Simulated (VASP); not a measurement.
# Ga6H (C2) in VASP: single point with PBE

Aim: the single point of Ga6H with PBE.

All numbers are computed with VASP 6.6.1; they aren't measurements. Logs are shortened: lines on timing, memory, paths and dates and some standing lists are left out, and cuts for length are marked.

**1. The cell of the first run**

Symmetry: C2, No. 5, monoclinic system. The conventional cell has a = 8.632 Å, b = 6.104 Å, c = 6.104 Å, α = 90.00°, β = 135.00°, γ = 90.00°. Ga (site symmetry 1) has 1 H at 1.78 Å within 2.4 Å. Within 3.5 Å of Ga (site symmetry 1) lie 2 H at 2.66 to 2.93 Å and 12 Ga at 2.85 to 3.41 Å. Within 2.4 Å of Ga (site symmetry 2) lie 1 H at 1.78 Å. Ga (site symmetry 2) has 12 Ga at 2.85 to 3.41 Å and 2 H at 3.06 Å within 3.8 Å. Within 2.4 Å of H (site symmetry 2) lie 3 Ga at 1.78 Å.

**2. Single point, PBE**

The input, INCAR:

```
PREC     = Accurate       # precision mode
ENCUT    = 520            # plane-wave cutoff, eV
EDIFF    = 1E-6           # SCF threshold, eV
ISMEAR   = 0              # smearing method
SIGMA    = 0.1            # smearing width, eV
LREAL    = F              # projectors in reciprocal space
LASPH    = T              # aspherical terms in the spheres
NELM     = 80             # most SCF steps
ALGO     = Normal         # electronic algorithm
ISIF     = 2              # what is computed and relaxed
LWAVE    = F              # write WAVECAR
LCHARG   = F              # write CHGCAR
GGA      = PE             # functional
NBANDS   = 48             # bands
```

The input, KPOINTS:

```
regular mesh
0
Gamma
  4 4 4
```

The input, POSCAR:

```
Ga6H
1.0
   -3.0519850374      3.0519850374      3.0519850374
    3.0519850374     -3.0519850374      3.0519850374
    3.0519850374      3.0519850374     -3.0519850374
Ga H
6 1
Direct
    0.2500000000      0.6250000000      0.3750000000
    0.3750000000      0.2500000000      0.6250000000
    0.7500000000      0.8750000000      0.1250000000
    0.1250000000      0.7500000000      0.8750000000
    0.6250000000      0.3750000000      0.2500000000
    0.8750000000      0.1250000000      0.7500000000
    0.9166666667      0.6666666667      0.2500000000
```

Potentials or basis: VASP PAW PBE potentials, release 64 (Ga_d, H).

Launch:

```console
> cat potpaw_PBE.64/Ga_d/POTCAR potpaw_PBE.64/H/POTCAR > POTCAR
> mpirun -np 1 vasp_std > vasp.out
```

OUTCAR:

```text
PREC = Accurate
   ENCUT = 520
   EDIFF = 1E-6
   ISMEAR = 0
   LREAL = F
   LASPH = T
   NELM = 80
   ISIF = 2
   GGA = PE

 ion  position               nearest neighbor table
   1  0.250  0.625  0.375-   7 1.78   6 2.85   5 2.85   4 2.85   5 2.85   2 2.85   4 2.85   6 2.85
                             2 2.85
   2  0.375  0.250  0.625-   3 2.85   5 2.85   1 2.85   5 2.85   6 2.85   1 2.85   6 2.85   3 2.85

   3  0.750  0.875  0.125-   7 1.78   6 2.85   4 2.85   5 2.85   6 2.85   2 2.85   5 2.85   2 2.85
                             4 2.85
   4  0.125  0.750  0.875-   5 2.85   6 2.85   1 2.85   3 2.85   6 2.85   1 2.85   3 2.85   5 2.85

   5  0.625  0.375  0.250-   7 1.78   1 2.85   4 2.85   2 2.85   3 2.85   4 2.85   2 2.85   3 2.85
                             1 2.85
   6  0.875  0.125  0.750-   4 2.85   1 2.85   2 2.85   3 2.85   4 2.85   3 2.85   2 2.85   1 2.85

   7  0.917  0.667  0.250-   1 1.78   3 1.78   5 1.78

  LATTYP: Found a body centered cubic cell.
 ALAT       =     6.1039700748

  Lattice vectors:

 A1 = (  -3.0519850374,   3.0519850374,   3.0519850374)
 A2 = (   3.0519850374,  -3.0519850374,   3.0519850374)
 A3 = (   3.0519850374,   3.0519850374,  -3.0519850374)

Analysis of symmetry for initial positions (statically):
=====================================================================
 Subroutine PRICEL returns:
 Original cell was already a primitive cell.

 Routine SETGRP: Setting up the symmetry group for a
 body centered cubic supercell.

 Subroutine GETGRP returns: Found  2 space group operations
 (whereof  1 operations were pure point group operations)
 out of a pool of 48 trial point group operations.

The static configuration has the point symmetry C_1 .
 The point group associated with its full space group is C_2 .

Analysis of symmetry for dynamics (positions and initial velocities):
=====================================================================
 Subroutine PRICEL returns:
 Original cell was already a primitive cell.

 Routine SETGRP: Setting up the symmetry group for a
 body centered cubic supercell.

 Subroutine GETGRP returns: Found  2 space group operations
 (whereof  1 operations were pure point group operations)
 out of a pool of 48 trial point group operations.

The dynamic configuration has the point symmetry C_1 .
 The point group associated with its full space group is C_2 .

 Subroutine INISYM returns: Found  2 space group operations
 (whereof  1 operations are pure point group operations),
 and found     1 'primitive' translations

[... 109 lines left out ...]
   ISIF   =      2    stress and relaxation
   ISYM   =      2    0-nonsym 1-usesym 2-fastsym
   POTIM  = 0.5000    time-step for ionic-motion
   TEBEG  =    0.0;   TEEND  =   0.0 temperature during run
   PSTRESS=    0.0 pullay stress
   NELECT =      79.0000    total number of electrons
   NUPDOWN=      -1.0000    fix difference up-down
   EMIN   =  10.00;   EMAX   =-10.00  energy-range for DOS
   EFERMI =   0.00;   METHOD = LEGACY
   ISMEAR =     0;   SIGMA  =   0.10  broadening in eV -4-tet -1-fermi 0-gaus
   EFERMI_NEDOS =   21; number of points for ismear=-14 and -15
   IALGO  =     38    algorithm
   IMIX   =      4    mixing-type and parameters
     AMIX     =   0.40;   BMIX     =  1.00
     AMIX_MAG =   1.60;   BMIX_MAG =  1.00
  volume/ion in A,a.u.               =      16.24       109.62
  Fermi-wavevector in a.u.,A,eV,Ry     =   1.449934  2.739977 28.603631  2.102308
  Thomas-Fermi vector in A             =   2.567604
   LORBIT       =      0    0 simple, 1 ext, 2 COOP (PROOUT), +10 PAW based schemes
   GGA     = PE    functional components
   LHFCALC =     F    Hartree Fock is set to
   AEXX    =    0.0000 exact exchange contribution
   IVDW    =     0    specifies the selected vdW correction
   LEPSILON=     F    determine dielectric tensor
   LRPA    =     F    only Hartree local field effects (RPA)
 non-spin polarized calculation
 Gauss-broadening in eV      SIGMA  =   0.10
  energy-cutoff  :      520.00
  volume of cell :      113.71
 maximum number of plane-waves:      3076
   NGX = 19   NGY = 19   NGZ = 19

 number of electron      79.0000075 magnetization

 Free energy of the ion-electron system (eV)
  ---------------------------------------------------
  ext. energy  EPLUGINS =         0.00000000
  ---------------------------------------------------
  free energy    TOTEN  =       -19.79341108 eV

  energy without entropy =      -19.78170349  energy(sigma->0) =      -19.78755728

 E-fermi :   5.7243     XC(G=0): -11.0846

 val. band max:        5.6374264529   @ k =   0.2500   0.2500   0.2500
 cond. band min:       5.7739969082   @ k =   0.5000  -0.2500  -0.2500
 fundamental gap:      0.1365704553
 Fermi energy:         5.7243423110

 k-point     1 :       0.0000    0.0000    0.0000
  band No.  band energies     occupation
      1      -9.5279      2.00000
      2      -9.4145      2.00000
      3      -9.4046      2.00000
      4      -9.4043      2.00000
      5      -9.3839      2.00000
      6      -9.3562      2.00000
[... 1213 lines left out ...]
     47      13.0602      0.00000
     48      13.1039      0.00000

------------------------ aborting loop because EDIFF is reached ----------------------------------------

  FORCE on cell =-STRESS in cart. coord.  units (eV):
  Direction    XX          YY          ZZ          XY          YZ          ZX
  --------------------------------------------------------------------------------------
  -------------------------------------------------------------------------------------
  Total        1.6347344      3.0128831      2.6550594     -0.4491149      0.0000000      0.0000000
  in kB       23.0330038     42.4507801     37.4091319     -6.3279188      0.0000000      0.0000000
  external PRESSURE =      34.2976386 kB  Pullay stress =       0.0000000 kB

 VOLUME and BASIS-vectors are now :
 -----------------------------------------------------------------------------
  energy-cutoff  :      520.00
  volume of cell :      113.71
      direct lattice vectors                 reciprocal lattice vectors
    -3.051985037  3.051985037  3.051985037     0.000000000  0.163827802  0.163827802
     3.051985037 -3.051985037  3.051985037     0.163827802  0.000000000  0.163827802
     3.051985037  3.051985037 -3.051985037     0.163827802  0.163827802  0.000000000

 POSITION                                       TOTAL-FORCE (eV/Angst)
 -----------------------------------------------------------------------------------
      2.28899      0.00000      1.52599        -0.450651      0.650734      0.374556
      1.52599      2.28899      0.00000         0.017931     -0.074150      0.047181
      0.76300      0.00000      4.57798         0.450651     -0.650734      0.374556
      4.57798      0.76300      0.00000        -0.017931      0.074150      0.047181
      0.00000      1.52599      2.28899         0.000000      0.000000     -0.908803
      0.00000      4.57798      0.76300         0.000000      0.000000     -0.051024
      0.00000      1.52599      4.06931         0.000000      0.000000      0.116353
 -----------------------------------------------------------------------------------
    total drift:                               -0.000000      0.000001      0.000406

  FREE ENERGIE OF THE ION-ELECTRON SYSTEM (eV)
  ---------------------------------------------------
  free  energy   TOTEN  =       -19.7934110781 eV

  energy  without entropy=      -19.7817034853  energy(sigma->0) =      -19.78755728
```

stdout:

```text
POSCAR found type information on POSCAR GaH
 POSCAR found :  2 types and       7 ions
 scaLAPACK will be used
 LDA part: xc-table for (Slater+PW92), standard interpolation
 POSCAR, INCAR and KPOINTS ok, starting setup
 FFT: planning ... GRIDC
 FFT: planning ... GRID_SOFT
 FFT: planning ... GRID
 WAVECAR not read
 entering main loop
```

Wall time 93 s (1 thread of Intel Xeon Platinum 8488C (Sapphire Rapids), shared host); peak memory 0.29 GiB.

Results:

* Free energy: -19.7934 eV
* Pressure: 3.4 GPa
* Largest force: 0.909 eV/Å
* Band gap on the k mesh: zero (an odd number of electrons rules out a gap without spin polarisation)

Forces on the atoms (eV/Å):
```
Ga  -0.451  0.651  0.375
Ga   0.018 -0.074  0.047
Ga   0.451 -0.651  0.375
Ga  -0.018  0.074  0.047
Ga   0.000  0.000 -0.909
Ga   0.000  0.000 -0.051
H    0.000  0.000  0.116
```

Levels at points of the mesh, in eV from the Fermi level:
```
           k point  band 37  band 38  band 39  band 40  band 41  band 42  band 43  band 44
(0.00, 0.00, 0.00)    -2.98    -2.49    -2.33    -2.17    -2.08    -1.98    -1.92     3.93
(0.50, 0.00, 0.00)    -2.03    -1.13    -0.94    -0.65     1.41     2.49     2.69     2.95
(0.00, 0.50, 0.00)    -2.03    -1.06    -0.81    -0.66     1.60     2.53     2.74     2.92
(0.00, 0.00, 0.50)    -2.05    -1.18    -0.84    -0.69     1.49     2.60     2.73     2.95
(0.50, 0.50, 0.00)    -1.81    -1.11    -0.76    -0.76     1.25     2.49     2.70     3.00
(0.50, 0.50, 0.50)    -1.04     1.06     1.16     1.21     1.26     1.33     1.35     1.39
```

Caveat: the k points lie up to 0.36 Å⁻¹ apart, too coarse for converged energies and pressures of a metal.
